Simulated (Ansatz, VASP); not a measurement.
## Two plane-wave programs on Ga2O3

```
Ga O
1.0
     6.22678   -1.54833    0.00000
     6.22678    1.54833    0.00000
    -1.41317    0.00000    5.74043
Ga O
4 6
Cartesian
  3.2815 0.0000 3.9378
  7.7589 0.0000 1.8026
  11.0362 0.0000 1.1791
  0.0041 0.0000 4.5613
  5.2273 0.0000 4.2674
  5.8131 0.0000 1.4730
  9.6781 0.0000 2.5074
  1.3623 0.0000 3.2330
  9.1469 0.0000 5.1101
  1.8934 0.0000 0.6303
```

Alike in both runs: task single point; functional PBE; dispersion D3(BJ); k mesh 9 × 9 × 5; occupations fermi-dirac, width 0.05 eV; no spin polarisation.

|  | VASP | Ansatz |
| --- | --- | --- |
| version | VASP 6.6.1 | Ansatz 0.2.0 |
| potentials or method | VASP PAW PBE potentials, release 64 (Ga_d, O) | Ansatz PAW |
| plane-wave cutoff (eV) | 520 | 420 |
| valence electrons in the cell | 88 | 88 |

VASP gave:

| Quantity | Value |
| --- | --- |
| gap on the k mesh at the Fermi level (eV) | 1.90 |
| least direct gap on the mesh (eV) | 1.93 |
| pressure (GPa) | -4.1 |
| traceless stress, the component that is largest in VASP (GPa) | 0.45 |
| rms of the force components (eV/Å) | 0.048 |

Problem. Which values does Ansatz return?

Solution. gap on the k mesh at the Fermi level (eV): 1.92; least direct gap on the mesh (eV): 1.95; pressure (GPa): -4.7; traceless stress, the component that is largest in VASP (GPa): 0.50; rms of the force components (eV/Å): 0.050.

Atom by atom the forces differ by 0.008 eV/Å (rms over components).

Noted on Ansatz's run: odd divisions of the mesh miss points on the zone boundary, where band edges often lie, so the gap on the mesh can be too wide.
